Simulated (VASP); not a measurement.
The system is Ba.

```
Ba
1.0
     0.00000    3.23267    3.23267
     3.23267    0.00000    3.23267
     3.23267    3.23267    0.00000
Ba
1
Direct
  0.00000 0.00000 0.00000
```

| Property | Result |
| --- | --- |
| Program | VASP 6.6.1 |
| Task | relaxation of cell and atoms |
| Functional | PBEsol |
| Potentials or basis | VASP PAW PBE potentials, release 64 (Ba_sv) |
| Cutoff | 600 eV |
| k mesh | 7 × 7 × 7 |
| Occupations | fermi-dirac, width 0.05 eV |
| Spin | no spin polarisation |

At the start: pressure -0.9 GPa; volume 67.56 Å³/atom.

**Question.** How do energy, volume and symmetry change on relaxing?

**Answer.** Over 4 steps the energy falls by 23.0 meV/atom and the volume is 60.02 Å³/atom (-11.2 %); space group Fm-3m (No. 225, to 0.05 Å).

Step by step:
```tsv
step	energy change (eV)	largest force (eV/Å)	pressure (GPa)	volume (Å³)
1	0.0000	0.0000	-0.92	67.56
2	-0.0168	0.0000	-0.51	63.83
3	-0.0229	0.0000	-0.08	60.59
4	-0.0230	0.0000	0.00	60.02
```

Final structure:
```
CELL_PARAMETERS angstrom
0.00000 3.10761 3.10761
3.10761 0.00000 3.10761
3.10761 3.10761 0.00000
ATOMIC_POSITIONS crystal
Ba 0.00000 0.00000 0.00000
```

Caveat: the PAW data sets were made with another functional, which shifts forces and pressure a little.
